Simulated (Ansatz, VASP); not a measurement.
Ti: VASP beside Ansatz

Contents of INCAR:

```
  PREC = Accurate
  ENCUT = 520
  EDIFF = 1E-6
  ISMEAR = -1
  SIGMA = 0.1
  LREAL = False
  LASPH = True
  NELM = 100
  ALGO = Normal
  ISIF = 2
  LWAVE = False
  LCHARG = False
  NBANDS = 12
```

Contents of KPOINTS:

```
Automatic mesh
0
Gamma
  15 15 15
```

POSCAR

```
Ti
1.0
    0.0000000000      2.0024352018      2.0024352018
    2.0024352018      0.0000000000      2.0024352018
    2.0024352018      2.0024352018      0.0000000000
Ti
1
Direct
    0.0000000000      0.0000000000      0.0000000000
```

Input for Ansatz:

```yaml
crystal:
  lattice:
    - [0.0, 2.0024352018, 2.0024352018]
    - [2.0024352018, 0.0, 2.0024352018]
    - [2.0024352018, 2.0024352018, 0.0]
  atoms:
    - { symbol: Ti, position: [0.0, 0.0, 0.0] }
hamiltonian:
  xc: lda
  pseudopotentials:
    kind: paw
    azcp:
      Ti: "pseudopotentials/Ti.paw.azcp"
basis:
  ecutwfc: 420
  fft_grid_basis: typed
kpoints:
  mp_grid: { grid: [15, 15, 15], shift: [0, 0, 0] }
magnetization:
  spin_polarized: false
scf:
  occupations: { method: fermi_dirac, width: 0.1 }
  lower_state_search: "off"
output:
  stress: true
```

Alike in both runs: task single point; functional LDA; k mesh 15 × 15 × 15; occupations fermi-dirac, width 0.1 eV; no spin polarisation.

|  | VASP | Ansatz |
| --- | --- | --- |
| version | VASP 6.6.1 | Ansatz 0.2.0 |
| potentials or method | VASP PAW LDA potentials, release 64 (Ti_sv), cutoff 520 eV | plane waves (420 eV) with PAW, scalar-relativistic |
| valence electrons in the cell | 12 | 12 |

```tsv
	VASP	Ansatz	Ansatz less VASP
pressure (GPa)	-0.1	0.0	+0.15
```

Ansatz warns that its potentials were made for another functional, while VASP's fit it. LDA's correlation is that of Perdew and Zunger in VASP and of Perdew and Wang (1992) in Ansatz.
